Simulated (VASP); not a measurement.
Set up this calculation in VASP 6.6.1, as the native input.

- Task: single point
- Functional: LDA
- Potentials or basis: VASP PAW LDA potentials, release 64 (Ca_sv, O)
- Cutoff: 520 eV
- k mesh: 8 × 8 × 8
- Occupations: gaussian, width 0.01 eV
- Spin: no spin polarisation
- Dipole correction: no
- Further INCAR settings: ALGO = Normal; EDIFF = 1e-06; NBANDS = 15

The structure of CaO lies in POSCAR:

```
CaO
1.0
    2.3304103203      2.3304103203      0.0000000000
   -2.3304103203      2.3304103203      0.0000000000
    0.0000000000      2.3304103203      2.3656204692
Ca O
1 1
Direct
    0.0000000000      0.0000000000      0.0000000000
    0.5000000000      0.5000000000      0.0000000000
```

This cell differs from its parent crystal: film at in-plane strain -0.01.

The input as run:

INCAR

```
ALGO = Normal
EDIFF = 1E-6
ENCUT = 520
GGA = CA
ISIF = 2
ISMEAR = 0
LASPH = T
LCHARG = T
LELF = T
LREAL = F
LVHAR = T
LWAVE = F
NBANDS = 15
NELM = 60
PREC = Accurate
SIGMA = 0.01
```

KPOINTS

```
k-points
0
Gamma
  8 8 8
```

Potentials or basis: VASP PAW LDA potentials, release 64 (Ca_sv, O).

Run with:

```console
$ cat potpaw_LDA.64/Ca_sv/POTCAR potpaw_LDA.64/O/POTCAR > POTCAR
$ mpirun -np 1 vasp_std > vasp.out
```

It gave:

```
Pressure               : 3.1 GPa
Band gap on the k mesh : 3.37 eV, indirect (least direct gap 3.73 eV)
```

Caveat: the cell differs from its parent crystal (film at in-plane strain -0.01).

It took 16 s on 1 thread of Intel Xeon 6975P-C (shared host), peak memory 0.16 GiB.
